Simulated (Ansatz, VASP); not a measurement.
## Ni in VASP and in Ansatz

```
Ni
1.0
     1.71544   -4.01458    0.00000
     1.71544    4.01458    0.00000
     0.00000    0.00000    3.30708
Ni
4
Direct
  0.14156 0.85844 0.00000
  0.64156 0.35844 0.50000
  0.85844 0.14156 0.00000
  0.35844 0.64156 0.50000
```

Alike in both runs: functional PBEsol; k mesh 6 × 6 × 4; occupations gaussian, width 0.1 eV; collinear spin.

Ansatz relaxed the structure, and its values are those at the end. VASP's run is a single point on that final structure, the one shown.

|  | VASP | Ansatz |
| --- | --- | --- |
| version | VASP 6.6.1 | Ansatz 0.2.0 |
| potentials or method | VASP PAW PBE potentials, release 64 (Ni), cutoff 520 eV | scalar-relativistic, plane waves, PAW |
| valence electrons in the cell | 40 | 72 |

Ansatz gave:

```
gap on the k mesh at the Fermi level (eV)                     : none
pressure (GPa)                                                : 0.0
net moment per atom (μB)                                      : 0.68
size of the moment on the site where the two differ most (μB) : 0.72
```

What did VASP give for the same quantities?

gap on the k mesh at the Fermi level (eV): none; pressure (GPa): -0.1; net moment per atom (μB): 0.66; size of the moment on the site where the two differ most (μB): 0.67.

VASP's potentials were made for PBE, not for PBEsol. Site moments also hang on the region over which each program counts them. A gap of «none» marks a metal or a gap that the smearing closes. VASP's potentials hold 40 valence electrons a cell and Ansatz's 72, so a difference there can come from the potentials and not from the codes.

The k mesh is coarse, so the values compare programs but aren't converged.
